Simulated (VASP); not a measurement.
Os4C: relaxation of cell and atoms with PBE

Os4C:

```
Os C
1.0
    -2.61001    2.61001    2.61001
     2.61001   -2.61001    2.61001
     2.61001    2.61001   -2.61001
Os C
4 1
Cartesian
  1.3050 1.3050 1.3050
  1.3050 1.3050 -1.3050
  1.3050 -1.3050 1.3050
  -1.3050 1.3050 1.3050
  0.0000 0.0000 0.0000
```

| Item | Value |
| --- | --- |
| Program | VASP 6.6.1 |
| Task | relaxation of cell and atoms |
| Functional | PBE |
| Potentials or basis | VASP PAW PBE potentials, release 64 (Os, C) |
| Cutoff | 600 eV |
| k mesh | 6 × 6 × 6 |
| Occupations | gaussian, width 0.1 eV |
| Spin | no spin polarisation |
| Dipole correction | no |
| Further INCAR settings | ALGO = Normal; EDIFF = 1e-06; IBRION = 2; EDIFFG = -0.04; NSW = 90; ISIF = 3 |

| Property | Result |
| --- | --- |
| Relaxed volume | 14.12 Å³/atom |
| Relaxed cell | a = 4.509 Å, b = 4.509 Å, c = 4.509 Å, α = 109.47°, β = 109.47°, γ = 109.47° |
| Space group after relaxing (to 0.05 Å) | Im-3m (No. 229) |
| Energy gained by relaxing | 0.8 meV/atom |
| Ionic steps | 3 |
| Pressure after relaxing | 0.0 GPa |

Step by step:
```csv
step,energy change (eV),largest force (eV/Å),pressure (GPa),volume (Å³)
1,0.0000,0.0000,-2.33,71.12
2,0.0312,0.0000,7.37,69.01
3,-0.0040,0.0000,-0.01,70.58
```

Final structure:
```
CELL_PARAMETERS angstrom
-2.60341 2.60341 2.60341
2.60341 -2.60341 2.60341
2.60341 2.60341 -2.60341
ATOMIC_POSITIONS crystal
Os 0.50000 0.50000 0.50000
Os 0.00000 0.00000 0.50000
Os 0.00000 0.50000 0.00000
Os 0.50000 0.00000 0.00000
C 0.00000 0.00000 0.00000
```

Levels at points of the mesh, in eV from the Fermi level:
| k point | band 14 | band 15 | band 16 | band 17 | band 18 | band 19 | band 20 | band 21 |
| --- | --- | --- | --- | --- | --- | --- | --- | --- |
| (0.00, 0.00, 0.00) | -0.93 | -0.93 | -0.40 | -0.40 | -0.40 | 1.85 | 1.85 | 1.85 |
| (0.50, 0.00, 0.00) | -1.90 | -1.85 | -1.07 | -1.00 | -0.33 | -0.20 | 0.40 | 0.41 |
| (0.50, 0.50, 0.50) | -1.18 | -1.18 | -0.97 | -0.97 | -0.97 | 1.86 | 2.31 | 2.31 |

Wall time 36 s on 1 thread of Intel(R) Xeon(R) 6975P-C (Granite Rapids), with other jobs on the host, peak memory 0.23 GiB.

Caveat: the bands computed are all filled at some k points, so no gap is given; spin-orbit coupling is left out, which moves the levels of the heavy elements.
